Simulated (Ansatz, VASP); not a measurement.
**Two plane-wave programs on Sn2GeO3**

```
CELL_PARAMETERS angstrom
3.79171 0.00000 0.00000
0.00000 3.79171 0.00000
0.00000 0.00000 14.70271
ATOMIC_POSITIONS crystal
Sn 0.00000 0.50000 0.08080
Sn 0.00000 0.50000 0.40774
Sn 0.50000 0.00000 0.91920
Sn 0.50000 0.00000 0.59226
Ge 0.00000 0.50000 0.73951
Ge 0.50000 0.00000 0.26049
O 0.00000 0.00000 0.67280
O 0.00000 0.00000 0.00000
O 0.00000 0.00000 0.32720
O 0.50000 0.50000 0.67280
O 0.50000 0.50000 0.00000
O 0.50000 0.50000 0.32720
```

Alike in both runs: task single point; functional LDA; k mesh 8 × 8 × 2; occupations gaussian, width 0.02 eV; no spin polarisation.

```csv
,VASP,Ansatz
version,VASP 6.6.1,Ansatz 0.2.0
potentials or method,"VASP PAW LDA potentials, release 64 (Sn_d, Ge_d, O), cutoff 520 eV","scalar-relativistic, plane waves, PAW"
valence electrons in the cell,120,120
```

```csv
,VASP,Ansatz,Ansatz less VASP
gap on the k mesh at the Fermi level (eV),0.84,0.86,+0.020
least direct gap on the mesh (eV),1.42,1.46,+0.043
pressure (GPa),-6.3,-6.6,-0.30
"traceless stress, the component that is largest in VASP (GPa)",1.02,1.04,+0.014
rms of the force components (eV/Å),0.199,0.239,+0.0397
```

LDA's correlation is that of Perdew and Zunger in VASP and of Perdew and Wang (1992) in Ansatz. Atom by atom the forces differ by 0.040 eV/Å (rms over components).
